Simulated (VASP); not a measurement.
A run of VASP 6.6.1:

File INCAR:

```
  PREC = Accurate
  ENCUT = 520
  EDIFF = 1E-7
  ISMEAR = 0
  SIGMA = 0.2
  LREAL = F
  LASPH = T
  NELM = 100
  ALGO = Normal
  ISIF = 2
  LWAVE = F
  LCHARG = T
  GGA = PE
  LELF = T
  LVHAR = T
  NBANDS = 54
```

File KPOINTS:

```
regular mesh
0
Gamma
  4 4 4
```

The input POSCAR:

```
GaSn4S3
1.0
    5.9310667738      0.0170669930      0.0190246845
    0.0180727156      5.8487959483     -0.0272857861
    0.0213748695     -0.0262916411      5.8395673414
Ga Sn S
1 4 3
Direct
    0.9843284045     -0.0019435703     -0.0024417300
    0.4901905842      1.0183336047      0.0167041033
    0.4950332879      0.4874451493      0.5142545235
    0.0237876573      0.4974526454      0.0197482058
    1.0225229985     -0.0211899720      0.5004060992
    0.4677474790      0.0218689977      0.4808026968
    0.4681924955      0.4807345172     -0.0151726260
    0.0481970932      0.5172986279      0.4856987274
```

Potentials or basis: VASP PAW PBE potentials, release 64 (Ga_d, Sn_d, S).

Command:

```bash
$ cat potpaw_PBE.64/Ga_d/POTCAR potpaw_PBE.64/Sn_d/POTCAR potpaw_PBE.64/S/POTCAR > POTCAR
$ mpirun -np 1 vasp_std > vasp.out
```

Hardware: 1 thread of Intel Xeon 8259CL (shared host).

**Question.** How long does it take, and how much memory?

**Answer.** It took 12 min on 1 thread of Intel Xeon 8259CL, with other jobs on the host, peak memory 0.53 GiB. Counts: scf iterations 15, k points 36.
